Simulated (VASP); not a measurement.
# Y (Fm-3m) in VASP: settings compared

The runs below take Y through single point, relaxation of cell and atoms, with PBEsol+U, revPBE+D3(BJ).

Everything below comes from runs of VASP 6.6.1. Logs are shortened: lines on timing, memory, paths and dates and some standing lists are left out, and cuts for length are marked.

### 1 The cell of the first run

It takes space group Fm-3m (No. 225, cubic). The conventional cell has a = 4.891 Å, b = 4.891 Å, c = 4.891 Å, α = 90.00°, β = 90.00°, γ = 90.00°. Within 4.5 Å of Y (site symmetry m-3m) lie 12 Y at 3.46 Å.

This isn't the form of Y at room conditions, which is hcp.

### 2 Single point, PBEsol+U (29.25 Å³/atom)

INCAR reads:

```
ALGO     = Fast           # electronic algorithm
EDIFF    = 1E-6           # SCF threshold, eV
ENCUT    = 520            # plane-wave cutoff, eV
GGA      = PS             # functional
ISIF     = 2              # what is computed and relaxed
ISMEAR   = -1             # smearing method
LASPH    = T              # aspherical terms in the spheres
LCHARG   = F              # write CHGCAR
LDAU     = T              # DFT+U
LDAUJ    = 0            
LDAUL    = 2              # shell
LDAUPRINT= 1            
LDAUTYPE = 2            
LDAUU    = 1              # U, eV
LMAXMIX  = 4              # l up to which the mixer works
LREAL    = F              # projectors in reciprocal space
LWAVE    = F              # write WAVECAR
NBANDS   = 12             # bands
NELM     = 150            # most SCF steps
PREC     = Accurate       # precision mode
SIGMA    = 0.05           # smearing width, eV
```

KPOINTS reads:

```
k-points
0
Gamma
  9 9 9
```

POSCAR reads:

```
Y
1.0
    3.4585047042      0.0000000000      0.0000000000
    1.7292523521      2.9951529329      0.0000000000
    1.7292523521      0.9983843110      2.8238572661
Y
1
Direct
    0.0000000000      0.0000000000      0.0000000000
```

Potentials or basis: VASP PAW PBE potentials, release 64 (Y_sv).

Command:

```sh
> cat potpaw_PBE.64/Y_sv/POTCAR > POTCAR
> mpirun -np 1 vasp_std > vasp.out
```

OUTCAR:

```text
EDIFF = 1E-6
   ENCUT = 520
   GGA = PS
   ISIF = 2
   ISMEAR = -1
   LASPH = T
   LREAL = F
   NELM = 150
   PREC = Accurate

 ion  position               nearest neighbor table
   1  0.000  0.000  0.000-

  LATTYP: Found a face centered cubic cell.
 ALAT       =     4.8910642582

  Lattice vectors:

 A1 = (   3.4585047042,   0.0000000000,   0.0000000000)
 A2 = (   1.7292523521,   2.9951529329,   0.0000000000)
 A3 = (   1.7292523521,   0.9983843110,   2.8238572661)

Analysis of symmetry for initial positions (statically):
=====================================================================
 Subroutine PRICEL returns:
 Original cell was already a primitive cell.

 Routine SETGRP: Setting up the symmetry group for a
 face centered cubic supercell.

 Subroutine GETGRP returns: Found 48 space group operations
 (whereof 48 operations were pure point group operations)
 out of a pool of 48 trial point group operations.

The static configuration has the point symmetry O_h .

Analysis of symmetry for dynamics (positions and initial velocities):
=====================================================================
 Subroutine PRICEL returns:
 Original cell was already a primitive cell.

 Routine SETGRP: Setting up the symmetry group for a
 face centered cubic supercell.

 Subroutine GETGRP returns: Found 48 space group operations
 (whereof 48 operations were pure point group operations)
 out of a pool of 48 trial point group operations.

The dynamic configuration has the point symmetry O_h .

 Subroutine INISYM returns: Found 48 space group operations
 (whereof 48 operations are pure point group operations),
 and found     1 'primitive' translations

----------------------------------------------------------------------------------------

                                     Primitive cell

  volume of cell :      29.2516

  direct lattice vectors                    reciprocal lattice vectors
     3.458504704  0.000000000  0.000000000     0.289142299 -0.166936384 -0.118041849
     1.729252352  2.995152933  0.000000000     0.000000000  0.333872768 -0.118041849
     1.729252352  0.998384311  2.823857266     0.000000000  0.000000000  0.354125547

  length of vectors
     3.458504704  3.458504704  3.458504704     0.354125547  0.354125547  0.354125547

  position of ions in fractional coordinates (direct lattice)
     0.000000000  0.000000000  0.000000000

  ion indices of the primitive-cell ions
   primitive index   ion index
                 1           1

----------------------------------------------------------------------------------------

 KPOINTS: k-points

Automatic generation of k-mesh.
 Grid dimensions read from file:
 generate k-points for:    9    9    9

 Generating k-lattice:

  Cartesian coordinates                     Fractional coordinates (reciprocal lattice)
     0.032126922 -0.018548487 -0.013115761     0.111111111  0.000000000  0.000000000
     0.000000000  0.037096974 -0.013115761     0.000000000  0.111111111  0.000000000
     0.000000000  0.000000000  0.039347283     0.000000000  0.000000000  0.111111111

  Length of vectors
     0.039347283  0.039347283  0.039347283

  Shift w.r.t. Gamma in fractional coordinates (k-lattice)
     0.000000000  0.000000000  0.000000000

 Subroutine IBZKPT returns following result:
 ===========================================

 Found     35 irreducible k-points:

 Following reciprocal coordinates:
            Coordinates               Weight
  0.000000  0.000000  0.000000      1.000000
  0.111111  0.000000  0.000000      8.000000
  0.222222  0.000000  0.000000      8.000000
  0.333333  0.000000  0.000000      8.000000
  0.444444  0.000000  0.000000      8.000000
[... 37 lines left out ...]
   NELM   =    150;   NELMIN=  2; NELMDL= -5     # of ELM steps
   EDIFF  = 0.1E-05   stopping-criterion for ELM
   LREAL  =      F    real-space projection
   EDIFFG = 0.1E-04   stopping-criterion for IOM
   NSW    =      0    number of steps for IOM
   IBRION =     -1    ionic relax: 0-MD 1-quasi-New 2-CG
   NFREE  =      0    steps in history (QN), initial steepest desc. (CG)
   ISIF   =      2    stress and relaxation
   ISYM   =      2    0-nonsym 1-usesym 2-fastsym
   POTIM  = 0.5000    time-step for ionic-motion
   TEBEG  =    0.0;   TEEND  =   0.0 temperature during run
   PSTRESS=    0.0 pullay stress
   NELECT =      11.0000    total number of electrons
   NUPDOWN=      -1.0000    fix difference up-down
   EMIN   =  10.00;   EMAX   =-10.00  energy-range for DOS
   EFERMI =   0.00;   METHOD = LEGACY
   ISMEAR =    -1;   SIGMA  =   0.05  broadening in eV -4-tet -1-fermi 0-gaus
   EFERMI_NEDOS =   21; number of points for ismear=-14 and -15
   IALGO  =     68    algorithm
   IMIX   =      4    mixing-type and parameters
     AMIX     =   0.40;   BMIX     =  1.00
     AMIX_MAG =   1.60;   BMIX_MAG =  1.00
  volume/ion in A,a.u.               =      29.25       197.40
  Fermi-wavevector in a.u.,A,eV,Ry     =   1.181650  2.232996 18.997784  1.396298
  Thomas-Fermi vector in A             =   2.317920
   LORBIT       =      0    0 simple, 1 ext, 2 COOP (PROOUT), +10 PAW based schemes
 LDA+U is selected, type is set to LDAUTYPE =  2
   angular momentum for each species LDAUL =     2
   U (eV)           for each species LDAUU =   1.0
   J (eV)           for each species LDAUJ =   0.0
   GGA     = PS    functional components
   LHFCALC =     F    Hartree Fock is set to
   AEXX    =    0.0000 exact exchange contribution
   IVDW    =     0    specifies the selected vdW correction
   LEPSILON=     F    determine dielectric tensor
   LRPA    =     F    only Hartree local field effects (RPA)
 non-spin polarized calculation
 RMM-DIIS sequential band-by-band and
  energy-cutoff  :      520.00
  volume of cell :       29.25
 maximum number of plane-waves:       801
 NGX is ok and might be reduce to    28
   NGX = 13   NGY = 13   NGZ = 13

atom =   1  type =  1  l = 2

 onsite density matrix

spin component  1

  0.1040 -0.0000 -0.0000  0.0076  0.0000
 -0.0000  0.0986  0.0000  0.0000  0.0076
 -0.0000  0.0000  0.1094  0.0000 -0.0000
  0.0076  0.0000  0.0000  0.0986 -0.0000
  0.0000  0.0076 -0.0000 -0.0000  0.1040

spin component  2

  0.1040 -0.0000 -0.0000  0.0076  0.0000
 -0.0000  0.0986  0.0000  0.0000  0.0076
 -0.0000  0.0000  0.1094  0.0000 -0.0000
  0.0076  0.0000  0.0000  0.0986 -0.0000
  0.0000  0.0076 -0.0000 -0.0000  0.1040

 occupancies and eigenvectors

  o =  0.0932  v = -0.5774  0.0001 -0.0000  0.8165 -0.0001  0.0000  0.0000  0.0000  0.0000  0.0000      0.0000  0.0000  0.0000  0.0000  0.0000  0.0000  0.0000  0.0000  0.0000  0.0000
  o =  0.0932  v =  0.0000  0.0000  0.0000  0.0000  0.0000 -0.5774  0.0001 -0.0000  0.8165 -0.0001      0.0000  0.0000  0.0000  0.0000  0.0000  0.0000  0.0000  0.0000  0.0000  0.0000
  o =  0.0932  v = -0.0001 -0.8165  0.0000  0.0001  0.5774  0.0000  0.0000  0.0000  0.0000  0.0000      0.0000  0.0000  0.0000  0.0000  0.0000  0.0000  0.0000  0.0000  0.0000  0.0000
  o =  0.0932  v =  0.0000  0.0000  0.0000  0.0000  0.0000 -0.0001 -0.8165  0.0000  0.0001  0.5774      0.0000  0.0000  0.0000  0.0000  0.0000  0.0000  0.0000  0.0000  0.0000  0.0000
  o =  0.1094  v =  0.0000  0.5515  0.2961  0.0000  0.7799  0.0000  0.0000  0.0000  0.0000  0.0000      0.0000  0.0000  0.0000  0.0000  0.0000  0.0000  0.0000  0.0000  0.0000  0.0000
  o =  0.1094  v =  0.0000  0.0000  0.0000  0.0000  0.0000  0.0000  0.5515  0.2961  0.0000  0.7799      0.0000  0.0000  0.0000  0.0000  0.0000  0.0000  0.0000  0.0000  0.0000  0.0000
  o =  0.1094  v =  0.8165 -0.0000  0.0000  0.5774 -0.0000  0.0000  0.0000  0.0000  0.0000  0.0000      0.0000  0.0000  0.0000  0.0000  0.0000  0.0000  0.0000  0.0000  0.0000  0.0000
  o =  0.1094  v =  0.0000  0.0000  0.0000  0.0000  0.0000  0.8165 -0.0000  0.0000  0.5774 -0.0000      0.0000  0.0000  0.0000  0.0000  0.0000  0.0000  0.0000  0.0000  0.0000  0.0000
  o =  0.1094  v =  0.0000  0.0000  0.0000  0.0000  0.0000 -0.0000 -0.1709  0.9552 -0.0000 -0.2418      0.0000  0.0000  0.0000  0.0000  0.0000  0.0000  0.0000  0.0000  0.0000  0.0000
  o =  0.1094  v = -0.0000 -0.1709  0.9552 -0.0000 -0.2418  0.0000  0.0000  0.0000  0.0000  0.0000      0.0000  0.0000  0.0000  0.0000  0.0000  0.0000  0.0000  0.0000  0.0000  0.0000

 number of electron      11.0000001 magnetization

 Free energy of the ion-electron system (eV)
  ---------------------------------------------------
  ext. energy  EPLUGINS =         0.00000000
  ---------------------------------------------------
  free energy    TOTEN  =        -6.32516038 eV

  energy without entropy =       -6.31223189  energy(sigma->0) =       -6.31869613

 E-fermi :   3.7155     XC(G=0): -10.0045

 val. band max:        3.6970796108   @ k =  -0.4444   0.2222   0.1111
 cond. band min:       3.7511793496   @ k =  -0.3333   0.4444   0.2222
 fundamental gap:      0.0540997388
 Fermi energy:         3.7154846861

 k-point     1 :       0.0000    0.0000    0.0000
  band No.  band energies     occupation
      1     -38.9093      2.00000
      2     -18.5220      2.00000
      3     -18.5220      2.00000
      4     -18.5220      2.00000
      5      -1.4203      2.00000
      6       5.6727      0.00000
      7       5.6727      0.00000
      8       5.6727      0.00000
      9       8.0080      0.00000
     10       8.0080      0.00000
     11      12.7888      0.00000
     12      16.3798      0.00000
[... 331 lines left out ...]
 k-point    24 :       0.4444    0.4444    0.0000
  band No.  band energies     occupation
      1     -38.7759      2.00000
      2     -19.2552      2.00000
      3     -18.7985      2.00000
      4     -18.7985      2.00000
      5       1.6871      2.00000
      6       2.7128      2.00000
      7       5.8802      0.00000
      8       9.6568      0.00000
      9       9.6698      0.00000
     10       9.6698      0.00000
     11      12.6394      0.00000
     12      12.6395      0.00000

 [... further k-points ...]

------------------------ aborting loop because EDIFF is reached ----------------------------------------

  FORCE on cell =-STRESS in cart. coord.  units (eV):
  Direction    XX          YY          ZZ          XY          YZ          ZX
  --------------------------------------------------------------------------------------
  -------------------------------------------------------------------------------------
  Total        0.8682534      0.8682534      0.8682534      0.0000000      0.0000000     -0.0000000
  in kB       47.5561811     47.5561811     47.5561811      0.0000000      0.0000000     -0.0000000
  external PRESSURE =      47.5561811 kB  Pullay stress =       0.0000000 kB

 VOLUME and BASIS-vectors are now :
 -----------------------------------------------------------------------------
  energy-cutoff  :      520.00
  volume of cell :       29.25
      direct lattice vectors                 reciprocal lattice vectors
     3.458504704  0.000000000  0.000000000     0.289142299 -0.166936384 -0.118041849
     1.729252352  2.995152933  0.000000000     0.000000000  0.333872768 -0.118041849
     1.729252352  0.998384311  2.823857266     0.000000000  0.000000000  0.354125547

 POSITION                                       TOTAL-FORCE (eV/Angst)
 -----------------------------------------------------------------------------------
      0.00000      0.00000      0.00000         0.000000      0.000000      0.000000
 -----------------------------------------------------------------------------------
    total drift:                               -0.000000      0.000000     -0.000000

  FREE ENERGIE OF THE ION-ELECTRON SYSTEM (eV)
  ---------------------------------------------------
  free  energy   TOTEN  =        -6.3251603788 eV

  energy  without entropy=       -6.3122318873  energy(sigma->0) =       -6.31869613
```

Wall time 14 s (1 thread of Intel Xeon Platinum 8488C (Sapphire Rapids), shared host); peak memory 0.17 GiB.

Results:

```
Free energy            : -6.3252 eV
Pressure               : 4.8 GPa
Band gap on the k mesh : zero (an odd number of electrons rules out a gap without spin polarisation)
```

Eigenvalues of the final occupation matrices:
```csv
site,spin,trace,eigenvalues
site 1 d,1,0.51,0.09 0.09 0.11 0.11 0.11
site 1 d,2,0.51,0.09 0.09 0.11 0.11 0.11
```

Caveat: the cell stands under pressure; the PAW data sets were made with another functional, which shifts forces and pressure a little; U without spin polarisation on a metal has little footing; the U is typed as a test and isn't derived for this compound.

[end of part 1 of 2]

The gap in the log of VASP goes by the Fermi energy; the results here count the filled bands.